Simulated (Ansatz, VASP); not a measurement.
**VN: VASP beside Ansatz**

INCAR

```
  ALGO = Normal
  EDIFF = 1E-6
  ENCUT = 600
  GGA = PE
  GGA_COMPAT = F
  ISIF = 2
  ISMEAR = 0
  ISPIN = 2
  LASPH = T
  LCHARG = F
  LMAXMIX = 4
  LORBIT = 11
  LREAL = F
  LWAVE = F
  MAGMOM = 0.3 0
  NBANDS = 20
  NELM = 200
  PREC = Accurate
  SIGMA = 0.1
```

The input KPOINTS:

```
k-points
0
Gamma
  4 4 4
```

POSCAR

```
VN
1.0
    0.0000000000      2.0624650000      2.0624650000
    2.0624650000      0.0000000000      2.0624650000
    2.0624650000      2.0624650000      0.0000000000
V N
1 1
Direct
    0.0000000000      0.0000000000      0.0000000000
    0.5000000000      0.5000000000      0.5000000000
```

Input for Ansatz:

```yaml
crystal:
  lattice:
    - [0.0, 2.062465, 2.062465]
    - [2.062465, 0.0, 2.062465]
    - [2.062465, 2.062465, 0.0]
  atoms:
    - { symbol: V, position: [0.0, 0.0, 0.0], spin: 0.3 }
    - { symbol: "N", position: [0.5, 0.5, 0.5] }
basis:
  ecutwfc: 420
kpoints:
  mp_grid: { grid: [4, 4, 4] }
hamiltonian:
  xc: pbe
scf:
  occupations: { method: gaussian, width: 0.1 }
  lower_state_search: "off"
  max_iter: 100
output:
  forces: true
  stress: true
  eigenvalues: true
  populations: true
magnetization:
  spin_polarized: true
```

Alike in both runs: task single point; functional PBE; k mesh 4 × 4 × 4; occupations gaussian, width 0.1 eV; collinear spin.

|  | VASP | Ansatz |
| --- | --- | --- |
| version | VASP 6.6.1 | Ansatz 0.2.0 |
| potentials or method | VASP PAW PBE potentials, release 64 (V_sv, N), cutoff 600 eV | scalar-relativistic, plane waves, PAW |
| valence electrons in the cell | 18 | 18 |

VASP gave:

* gap on the k mesh at the Fermi level (eV): none
* pressure (GPa): -1.1
* net moment per atom (μB): 0.16
* size of the moment on the site where the two differ most (μB): 0.30

Which values does Ansatz return?

gap on the k mesh at the Fermi level (eV): none; pressure (GPa): -1.7; net moment per atom (μB): 0.16; size of the moment on the site where the two differ most (μB): 0.25.

Site moments also hang on the region over which each program counts them. A gap of «none» marks a metal or a gap that the smearing closes. The functional is the same, so the differences come from potentials, cutoffs and numerics.

The k mesh is coarse, so the values compare programs but aren't converged.
